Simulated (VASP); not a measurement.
Write the native input for VASP 6.6.1 that does the following.

| Item | Value |
| --- | --- |
| Task | single point |
| Functional | PBE |
| Potentials or basis | VASP PAW PBE potentials, release 64 (Ti_sv, Te) |
| Cutoff | 520 eV |
| k mesh | 10 × 10 × 5 |
| Occupations | fermi-dirac, width 0.1 eV |
| Spin | no spin polarisation |
| Dipole correction | no |
| Further INCAR settings | ALGO = Normal; EDIFF = 1e-06; NBANDS = 19 |

The structure of TiTe2 lies in POSCAR:

```
TiTe2
1.0
    3.6466534057      0.0000000000      0.0000000000
   -1.8233267028      3.1580945363      0.0000000000
    0.0000000000      0.0000000000      6.2737500212
Ti Te
1 2
Direct
    0.0000000000      0.0000000000      0.0000000000
    0.6666666667      0.3333333333      0.2628000000
    0.3333333333      0.6666666667      0.7372000000
```

These files were run (other wordings do the same):

INCAR

```
PREC = Accurate
ENCUT = 520
EDIFF = 1E-6
ISMEAR = -1
SIGMA = 0.1
LREAL = F
LASPH = T
NELM = 60
ALGO = Normal
ISIF = 2
LWAVE = F
LCHARG = T
GGA = PE
LELF = T
LVHAR = T
NBANDS = 19
```

KPOINTS

```
Automatic mesh
0
Gamma
  10 10 5
```

Potentials or basis: VASP PAW PBE potentials, release 64 (Ti_sv, Te).

Command:

```bash
$ cat potpaw_PBE.64/Ti_sv/POTCAR potpaw_PBE.64/Te/POTCAR > POTCAR
$ mpirun -np 1 vasp_std > vasp.out
```

It gave:

```
Pressure               : 9.4 GPa
Largest force          : 1.056 eV/Å
Band gap on the k mesh : zero (band 12 reaches 8.55 eV, above the bottom of band 13 at 7.79 eV)
```

Caveat: spin-orbit coupling is left out, which moves the levels of the heavy elements; this functional lacks dispersion, which binds the layers, so the pressure and a relaxed spacing across them are unreliable; forces of over 1 eV/Å act on the atoms, so gaps and moduli don't describe the material at rest.

Wall time 35 s on 1 thread of Intel(R) Xeon(R) 6975P-C (Granite Rapids), on a shared host, peak memory 0.23 GiB.
